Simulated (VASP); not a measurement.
Here is a VASP 6.6.1 calculation.

POSCAR

```
Ti3C2
1.0
    2.9414854066      0.0000000000      0.0000000000
   -1.4707427033      2.5474010870      0.0000000000
    0.0000000000      0.0000000000     15.2700449609
Ti C
6 4
Direct
    0.3333333333      0.6666666667      0.8410363197
    0.6666666667      0.3333333333      0.3410363197
    0.6666666667      0.3333333333      0.1589636803
    0.3333333333      0.6666666667      0.6589636803
    0.0000000000      0.0000000000      0.0000000000
    0.0000000000      0.0000000000      0.5000000000
    0.6666666667      0.3333333333      0.9138564692
    0.3333333333      0.6666666667      0.4138564692
    0.6666666667      0.3333333333      0.5861435308
    0.3333333333      0.6666666667      0.0861435308
```

Contents of INCAR.step1:

```
PREC     = Accurate       # precision mode
ENCUT    = 520            # plane-wave cutoff, eV
ISMEAR   = 0              # smearing method
SIGMA    = 0.1            # smearing width, eV
LREAL    = F              # projectors in reciprocal space
LASPH    = T              # aspherical terms in the spheres
NELM     = 60             # most SCF steps
NBANDS   = 55             # bands
GGA      = PE             # functional
ALGO     = Normal         # electronic algorithm
EDIFF    = 1E-4           # SCF threshold, eV
LWAVE    = T              # write WAVECAR
LCHARG   = F              # write CHGCAR
```

INCAR.step2

```
PREC     = Accurate       # precision mode
ENCUT    = 520            # plane-wave cutoff, eV
EDIFF    = 1E-6           # SCF threshold, eV
ISMEAR   = 0              # smearing method
SIGMA    = 0.1            # smearing width, eV
LREAL    = F              # projectors in reciprocal space
LASPH    = T              # aspherical terms in the spheres
NELM     = 60             # most SCF steps
ALGO     = Normal         # electronic algorithm
ISIF     = 2              # what is computed and relaxed
LWAVE    = F              # write WAVECAR
LCHARG   = F              # write CHGCAR
METAGGA  = R2SCAN         # meta-GGA
LMIXTAU  = T            
NBANDS   = 55             # bands
ISTART   = 1
```

KPOINTS

```
Automatic mesh
0
Gamma
  12 12 4
```

Potentials or basis: VASP PAW PBE potentials, release 64 (Ti_sv, C).

The run is started by

```bash
$ cat potpaw_PBE.64/Ti_sv/POTCAR potpaw_PBE.64/C/POTCAR > POTCAR
$ cp INCAR.step1 INCAR
$ mpirun -np 1 vasp_std > vasp.out
$ cp INCAR.step2 INCAR
$ mpirun -np 1 vasp_std > vasp.out
```

**Question.** Estimate the largest force.

**Answer.** 0.109 eV/Å.

**Question.** Estimate the band gap on the k mesh.

**Answer.** Zero (bands 44 and 45 overlap by 0.46 eV).

Stress tensor (GPa, compression positive):
```
21.64  0.00  0.00
 0.00 21.64  0.00
 0.00  0.00  0.87
```

Caveat: the cell differs from its parent crystal (biaxial strain in the a-b plane: -4.0 %, then relaxed in part); the cell stands under pressure; the PAW data sets were made with another functional, which shifts forces and pressure a little.
